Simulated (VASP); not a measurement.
# SnAs (Fm-3m) in VASP: notebook, part 2 of 2

VASP 6.6.1. The steps go on from the part before.

## Step 4: Single point, LDA

This run uses another cell than the first one, of 24.52 Å³/atom.

The input, INCAR:

```
SYSTEM = SnAs
PREC = Accurate ; ENCUT = 520
EDIFF = 1E-7 ; ISMEAR = -1
SIGMA = 0.1 ; LREAL = .FALSE.
LASPH = .TRUE. ; NELM = 100
ALGO = Normal ; ISIF = 2
LWAVE = .FALSE. ; LCHARG = .FALSE.
NBANDS = 16
```

The input, KPOINTS:

```
Automatic mesh
0
G
  9 9 9
  0 0 0
```

The input, POSCAR:

```
SnAs
1.0
    0.0000000000      2.9052893104      2.9052893104
    2.9052893104      0.0000000000      2.9052893104
    2.9052893104      2.9052893104      0.0000000000
Sn As
1 1
Direct
    0.0000000000      0.0000000000      0.0000000000
    0.5000000000      0.5000000000      0.5000000000
```

Potentials or basis: VASP PAW LDA potentials, release 64 (Sn_d, As).

Launch:

```console
cat potpaw_LDA.64/Sn_d/POTCAR potpaw_LDA.64/As/POTCAR > POTCAR
mpirun -np 1 vasp_std > vasp.out
```

OUTCAR:

```text
SYSTEM = SnAs
   PREC = Accurate
   ENCUT = 520
   EDIFF = 1E-7
   ISMEAR = -1
   LREAL = .FALSE.
   LASPH = .TRUE.
   NELM = 100
   ISIF = 2

 ion  position               nearest neighbor table
   1  0.000  0.000  0.000-   2 2.91   2 2.91   2 2.91   2 2.91   2 2.91   2 2.91
   2  0.500  0.500  0.500-   1 2.91   1 2.91   1 2.91   1 2.91   1 2.91   1 2.91

  LATTYP: Found a face centered cubic cell.
 ALAT       =     5.8105786208

  Lattice vectors:

 A1 = (   0.0000000000,   2.9052893104,   2.9052893104)
 A2 = (   2.9052893104,   0.0000000000,   2.9052893104)
 A3 = (   2.9052893104,   2.9052893104,   0.0000000000)

Analysis of symmetry for initial positions (statically):
=====================================================================
 Subroutine PRICEL returns:
 Original cell was already a primitive cell.

 Routine SETGRP: Setting up the symmetry group for a
 face centered cubic supercell.

 Subroutine GETGRP returns: Found 48 space group operations
 (whereof 48 operations were pure point group operations)
 out of a pool of 48 trial point group operations.

The static configuration has the point symmetry O_h .

[... 153 lines left out ...]
  ext. energy  EPLUGINS =         0.00000000
  ---------------------------------------------------
  free energy    TOTEN  =       -10.00471239 eV

  energy without entropy =       -9.97243433  energy(sigma->0) =       -9.98857336

 E-fermi :   6.3615     XC(G=0): -10.3341

 val. band max:        6.3187744896   @ k =   0.4444   0.1111   0.0000
 cond. band min:       6.4040442024   @ k =   0.4444   0.2222   0.1111
 fundamental gap:      0.0852697128
 Fermi energy:         6.3615024334

 k-point     1 :       0.0000    0.0000    0.0000
  band No.  band energies     occupation
      1     -15.0670      2.00000
      2     -15.0670      2.00000
      3     -15.0561      2.00000
      4     -15.0561      2.00000
      5     -15.0561      2.00000
      6      -6.4745      2.00000
[... 433 lines left out ...]
      3     -15.0554      2.00000
      4     -15.0291      2.00000
      5     -15.0291      2.00000
      6      -4.1856      2.00000
[... 8 lines left out ...]
     15      17.6449      0.00000
     16      19.4418      0.00000

 [... further k-points ...]
[... 5 lines left out ...]
  --------------------------------------------------------------------------------------
  -------------------------------------------------------------------------------------
  Total       -1.4066120     -1.4066120     -1.4066120     -0.0000000      0.0000000     -0.0000000
  in kB      -45.9501316    -45.9501316    -45.9501316     -0.0000000      0.0000000     -0.0000000
  external PRESSURE =     -45.9501316 kB  Pullay stress =       0.0000000 kB

 VOLUME and BASIS-vectors are now :
 -----------------------------------------------------------------------------
  energy-cutoff  :      520.00
  volume of cell :       49.05
      direct lattice vectors                 reciprocal lattice vectors
     0.000000000  2.905289310  2.905289310    -0.172099900  0.172099900  0.172099900
     2.905289310  0.000000000  2.905289310     0.172099900 -0.172099900  0.172099900
     2.905289310  2.905289310  0.000000000     0.172099900  0.172099900 -0.172099900

 POSITION                                       TOTAL-FORCE (eV/Angst)
 -----------------------------------------------------------------------------------
      0.00000      0.00000      0.00000        -0.000000      0.000000      0.000000
      2.90529      2.90529      2.90529         0.000000     -0.000000     -0.000000
 -----------------------------------------------------------------------------------
    total drift:                                0.000000     -0.000000     -0.000000

  FREE ENERGIE OF THE ION-ELECTRON SYSTEM (eV)
  ---------------------------------------------------
  free  energy   TOTEN  =       -10.0047123877 eV

  energy  without entropy=       -9.9724343316  energy(sigma->0) =       -9.98857336
```

OSZICAR:

```text
N       E                     dE             d eps       ncg     rms          rms(c)
DAV:   1     0.117064182857E+03    0.11706E+03   -0.91292E+03  1152   0.141E+03
DAV:   2    -0.817396309112E-01   -0.11715E+03   -0.11376E+03  1216   0.374E+02
DAV:   3    -0.987764741923E+01   -0.97959E+01   -0.96760E+01  1448   0.874E+01
DAV:   4    -0.101166811813E+02   -0.23903E+00   -0.23886E+00  1296   0.147E+01
DAV:   5    -0.101249136646E+02   -0.82325E-02   -0.82324E-02  1632   0.257E+00    0.262E+00
DAV:   6    -0.100150443422E+02    0.10987E+00   -0.21347E-01  1728   0.416E+00    0.153E+00
DAV:   7    -0.100063383624E+02    0.87060E-02   -0.38687E-02  1480   0.125E+00    0.550E-01
DAV:   8    -0.100047582418E+02    0.15801E-02   -0.31949E-03  1448   0.584E-01    0.607E-02
DAV:   9    -0.100047139038E+02    0.44338E-04   -0.32852E-04  1488   0.186E-01    0.562E-02
DAV:  10    -0.100047137426E+02    0.16117E-06   -0.26944E-05  1304   0.354E-02    0.295E-02
DAV:  11    -0.100047123267E+02    0.14160E-05   -0.80427E-06  1632   0.234E-02    0.565E-03
DAV:  12    -0.100047123935E+02   -0.66836E-07   -0.10213E-06  1440   0.103E-02    0.229E-03
DAV:  13    -0.100047123877E+02    0.57739E-08   -0.18818E-08   848   0.149E-03
   1 F= -.10004712E+02 E0= -.99885734E+01  d E =-.322781E-01
```

It took 32 s on 1 thread of Intel Xeon 8259CL, shared host; peak memory 0.17 GiB.

What came out:

* Free energy: -10.0047 eV
* Pressure: -4.6 GPa
* Band gap on the k mesh: zero (an odd number of electrons rules out a gap without spin polarisation)

Levels at points of the mesh, in eV from the Fermi level:
```tsv
k point	band 7	band 8	band 9	band 10	band 11	band 12	band 13	band 14
(0.00, 0.00, 0.00)	-3.09	-1.02	-1.02	-1.02	5.21	5.21	5.21	6.10
```

Caveat: the cell stands under tension; spin-orbit coupling is left out, which moves the levels of the heavy elements.

## Step 5: Overview

```tsv
cell	gap on the mesh (eV)	pressure (GPa)
a = 4.030 Å, angles 60.0°, 2 atoms	none	-0.9
a = 4.070 Å, angles 60.0°, 2 atoms	none	-2.9
a = 4.109 Å, angles 60.0°, 2 atoms	none	-4.6
```

Alike in all rows: task single point; level LDA; potentials or basis VASP PAW LDA potentials, release 64 (Sn_d, As); no spin polarisation; k mesh 9 × 9 × 9; cutoff (eV) 520; smearing fermi-dirac 0.1 eV.

Caveats: spin-orbit coupling is left out, which moves the levels of the heavy elements; the cell stands under tension (at least some runs).

Absolute energies hang on the potentials; compare differences alone.

The gap in the log of VASP goes by the Fermi energy; the results here count the filled bands.